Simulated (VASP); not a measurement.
Set up this calculation in VASP 6.6.1, as the native input.

```
Task                   : single point
Functional             : PBE
Potentials or basis    : VASP PAW PBE potentials, release 64 (Rh_pv)
Cutoff                 : 520 eV
k mesh                 : 11 × 11 × 16
Occupations            : fermi-dirac, width 0.1 eV
Spin                   : no spin polarisation
Dipole correction      : no
Further INCAR settings : ALGO = Normal; EDIFF = 1e-06; NBANDS = 30
```

The structure of Rh lies in POSCAR:

```
Rh
1.0
    4.2800984830      0.0000000000      0.0000000000
   -2.1400492415      3.7066740170      0.0000000000
    0.0000000000      0.0000000000      2.6265779843
Rh
3
Direct
    1.0000000000      1.0000000000      0.0000000000
    0.3333333333      0.6666666667      0.5000000000
    0.6666666667      0.3333333333      0.5000000000
```

This isn't the form of Rh at room conditions, which is fcc.

The input as run:

INCAR

```
SYSTEM = Rh
PREC = Accurate ; ENCUT = 520
EDIFF = 1E-6 ; ISMEAR = -1
SIGMA = 0.1 ; LREAL = .False.
LASPH = .True. ; NELM = 80
ALGO = Normal ; ISIF = 2
LWAVE = .False. ; LCHARG = .True.
GGA = PE ; LELF = .True.
LVHAR = .True. ; NBANDS = 30
```

KPOINTS

```
regular mesh
0
Gamma
  11 11 16
  0 0 0
```

Potentials or basis: VASP PAW PBE potentials, release 64 (Rh_pv).

Command:

```console
$ cat potpaw_PBE.64/Rh_pv/POTCAR > POTCAR
$ mpirun -np 1 vasp_std > vasp.out
```

Results of the run:

```json
{
 "Pressure": "10.7 GPa",
 "Band gap on the k mesh": "zero (an odd number of electrons rules out a gap without spin polarisation)"
}
```

Caveat: the cell stands under pressure.

Run time: 97 s on 1 thread of AMD EPYC 9R45 (Zen 5) (shared host), peak memory 0.21 GiB.
